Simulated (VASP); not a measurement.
## Pb: single point with PBE

System: Pb, a slab with vacuum.

```xyz
3
Lattice="5.6565 0.0000 0.0000 -2.8283 4.8987 0.0000 0.0000 0.0000 18.3093" Properties=species:S:1:pos:R:3 pbc="T T T"
Pb    0.0000    1.6329    8.3168
Pb    0.0000    4.8987    9.5722
Pb    2.8283    3.2658    9.5750
```

- Program: VASP 6.6.1
- Task: single point
- Functional: PBE
- Potentials or basis: VASP PAW PBE potentials, release 64 (Pb_d)
- Cutoff: 520 eV
- k mesh: 8 × 8 × 1
- Occupations: fermi-dirac, width 0.08 eV
- Spin: no spin polarisation

| Item | Value |
| --- | --- |
| Largest force | 0.006 eV/Å |
| Band gap on the k mesh | zero (bands 21 and 22 overlap by 0.35 eV) |

Forces in eV/Å, atoms in the order of the input:
```
Pb   0.000  0.000 -0.004
Pb   0.000  0.000  0.006
Pb   0.000  0.000 -0.002
```

Levels at points of the mesh, in eV from the Fermi level:
| k point | band 18 | band 19 | band 20 | band 21 | band 22 | band 23 | band 24 | band 25 |
| --- | --- | --- | --- | --- | --- | --- | --- | --- |
| (0.00, 0.00, 0.00) | -6.03 | -0.92 | -0.92 | -0.86 | -0.48 | -0.48 | 0.78 | 2.64 |
| (0.50, 0.00, 0.00) | -7.05 | -2.51 | -0.93 | -0.69 | 1.13 | 2.34 | 2.35 | 2.46 |

Run time: 2.2 min on 1 thread of Intel(R) Xeon(R) 6975P-C (Granite Rapids), with other jobs on the host, peak memory 0.55 GiB.

Caveat: spin-orbit coupling is left out, which moves the levels of the heavy elements.
